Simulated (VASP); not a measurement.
# Sr4Ti4O11 (a cell with a defect): single point with PBE

The system is Sr4Ti4O11 (a cell with a defect).

```
Sr Ti O
1.0
    -3.93642    3.93642    3.93642
     3.93642   -3.93642    3.93642
     3.93642    3.93642   -3.93642
Sr Ti O
4 4 11
Direct
  0.99932 0.99863 0.99932
  0.50068 0.50000 0.99932
  0.50068 0.00137 0.50068
  0.99932 0.50000 0.50068
  0.51663 0.50000 0.51663
  0.00000 0.00000 0.50000
  0.98337 0.50000 0.98337
  0.50000 0.00000 0.00000
  0.23808 0.25640 0.48168
  0.75000 0.00000 0.25000
  0.75000 0.50000 0.75000
  0.25000 0.00000 0.75000
  0.72529 0.74360 0.48168
  0.26192 0.74360 0.01832
  0.77471 0.25640 0.01832
  0.48168 0.74360 0.72529
  0.01832 0.25640 0.77471
  0.01832 0.74360 0.26192
  0.48168 0.25640 0.23808
```

```json
{
 "Program": "VASP 6.6.1",
 "Task": "single point",
 "Functional": "PBE",
 "Potentials or basis": "VASP PAW PBE potentials, release 64 (Sr_sv, Ti_sv, O)",
 "Cutoff": "520 eV",
 "k mesh": "3 × 3 × 3",
 "Occupations": "gaussian, width 0.02 eV",
 "Spin": "no spin polarisation",
 "Dipole correction": "no",
 "Charge": "2",
 "Further INCAR settings": "LREAL = Auto; ALGO = Normal; EDIFF = 1e-06; NBANDS = 92; NELECT = 152.0"
}
```

The largest force is 0.070 eV/Å.

Forces in eV/Å, atoms in the order of the input:
```
Sr  -0.002  0.000 -0.002
Sr  -0.002  0.000  0.002
Sr   0.002  0.000  0.002
Sr   0.002  0.000 -0.002
Ti   0.000 -0.070  0.000
Ti   0.000  0.000  0.000
Ti   0.000  0.070  0.000
Ti   0.000  0.000  0.000
O    0.000 -0.001 -0.006
O    0.000  0.000  0.000
O    0.000  0.000  0.000
O    0.000  0.000  0.000
O    0.000 -0.001  0.006
O    0.000  0.001  0.006
O    0.000  0.001 -0.006
O    0.006 -0.001  0.000
O   -0.006  0.001  0.000
O    0.006  0.001  0.000
O   -0.006 -0.001  0.000
```

Levels at points of the mesh, in eV from the Fermi level:
| k point | band 74 | band 75 | band 76 | band 77 | band 78 | band 79 |
| --- | --- | --- | --- | --- | --- | --- |
| (0.00, 0.00, 0.00) | -0.55 | -0.55 | -0.29 | 1.53 | 1.74 | 1.74 |

It took 4.5 min on 1 thread of Intel(R) Xeon(R) Platinum 8488C (Sapphire Rapids) (shared host), peak memory 0.43 GiB.

Caveat: the cell carries a net charge on a neutralising background, which shifts energy and pressure; the cell is charged against a uniform background, so pressure and absolute levels hang on convention.
